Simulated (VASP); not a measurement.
HfN: single point with PBEsol

Crystal: HfN.

```xyz
2
Lattice="0.0000 2.4548 2.4548 2.4548 0.0000 2.4548 2.4548 2.4548 0.0000" Properties=species:S:1:pos:R:3 pbc="T T T"
Hf    0.0000    0.0000    0.0000
N     1.2274    1.2274    1.2274
```

```json
{
  "Program": "VASP 6.6.1",
  "Task": "single point",
  "Functional": "PBEsol",
  "Potentials or basis": "VASP PAW PBE potentials, release 64 (Hf_pv, N)",
  "Cutoff": "600 eV",
  "k mesh": "11 × 11 × 11",
  "Occupations": "methfessel-paxton, width 0.05 eV",
  "Spin": "no spin polarisation",
  "Dipole correction": "no",
  "Further INCAR settings": "ALGO = Normal; EDIFF = 1e-06; NBANDS = 14"
}
```

The pressure is -6.0 GPa. The band gap on the k mesh is zero (an odd number of electrons rules out a gap without spin polarisation).

Levels at points of the mesh, in eV from the Fermi level:
```tsv
k point	band 3	band 4	band 5	band 6	band 7	band 8	band 9	band 10	band 11	band 12
(0.00, 0.00, 0.00)	-30.97	-16.01	-5.36	-5.36	-5.36	-0.64	2.29	2.29	6.68	6.68
```

It took 13 s on 1 thread of Intel(R) Xeon(R) 6975P-C (Granite Rapids), with other jobs on the host, peak memory 0.17 GiB.

Caveat: the cell stands under tension; the PAW data sets were made with another functional, which shifts forces and pressure a little; spin-orbit coupling is left out, which moves the levels of the heavy elements.
